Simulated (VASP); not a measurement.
Runs of VASP 6.6.1 on SnSe. The structure is that of space group P6_3/mmc (No. 194), or close to it. The cells are those of the table. 

```tsv
task	level	cell	k mesh	cutoff (eV)	gap on the mesh (eV)	pressure (GPa)	relaxed volume (Å³/atom)
single point	r2SCAN	a = 4.138, b = 4.138, c = 7.484 Å, angles 90.0, 90.0, 120.0°, 4 atoms	6 × 6 × 4	520	none	0.0	-
single point	PBE	a = 4.138, b = 4.138, c = 7.484 Å, angles 90.0, 90.0, 120.0°, 4 atoms	12 × 12 × 4	520	none	0.8	-
relaxation of cell and atoms	PBE	relaxed from a = 3.827, b = 3.827, c = 6.239 Å, angles 90.0, 90.0, 120.0°, 4 atoms	12 × 12 × 4	600	none	0.0	28.23
relaxation of cell and atoms	r2SCAN	relaxed from a = 4.168, b = 4.168, c = 7.508 Å, angles 90.0, 90.0, 120.0°, 4 atoms	6 × 6 × 4	600	none	0.0	27.76
single point	PBE	a = 4.168, b = 4.168, c = 7.508 Å, angles 90.0, 90.0, 120.0°, 4 atoms	12 × 12 × 4	520	none	0.0	-
single point	r2SCAN	a = 4.138, b = 4.138, c = 7.484 Å, angles 90.0, 90.0, 120.0°, 4 atoms	12 × 12 × 4	520	none	(a)	-
```

Alike in all rows: potentials or basis VASP PAW PBE potentials, release 64 (Sn_d, Se); no spin polarisation; smearing fermi-dirac 0.02 eV.

**Question.** Estimate the missing entries.

**Answer.** (a) -0.1.

Caveats: spin-orbit coupling is left out, which moves the levels of the heavy elements; the PAW data sets were made with another functional, which shifts forces and pressure a little (some runs); the volume moved by over 15 % at a fixed basis, so the end points are rough (some runs).

A k mesh can miss the band edges, and the runs leave out spin-orbit coupling on Se, Sn.

A gap of «none» marks levels without a gap at the run's occupations.
